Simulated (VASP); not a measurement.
Hf, 2 atoms in the cell. Symmetry: P6_3/mmc, No. 194, hexagonal system. The conventional cell has a = 3.123 Å, b = 3.123 Å, c = 4.941 Å, α = 90.00°, β = 90.00°, γ = 120.00°. Within 4.0 Å of Hf (site symmetry -6m2) lie 12 Hf at 3.06 to 3.12 Å. 

| Property | Result |
| --- | --- |
| Program | VASP 6.6.1 |
| Task | single point |
| Functional | LDA |
| Potentials or basis | VASP PAW LDA potentials, release 64 (Hf_pv) |
| Cutoff | 520 eV |
| k mesh | 7 × 7 × 4 |
| Occupations | fermi-dirac, width 0.05 eV |
| Spin | no spin polarisation |
| Dipole correction | no |
| Further INCAR settings | ALGO = Normal; EDIFF = 1e-06; NBANDS = 17 |

Potentials or basis: VASP PAW LDA potentials, release 64 (Hf_pv).

Launch:

```bash
$ cat potpaw_LDA.64/Hf_pv/POTCAR > POTCAR
$ mpirun -np 1 vasp_std > vasp.out
```

Hardware: 1 thread of Intel(R) Xeon(R) 6975P-C (Granite Rapids) (shared host).

Q: Estimate the wall time of this run.

A: Run time: 5 s on 1 thread of Intel(R) Xeon(R) 6975P-C (Granite Rapids), with other jobs on the host, peak memory 0.14 GiB. Counts: scf iterations 12, k points 24.
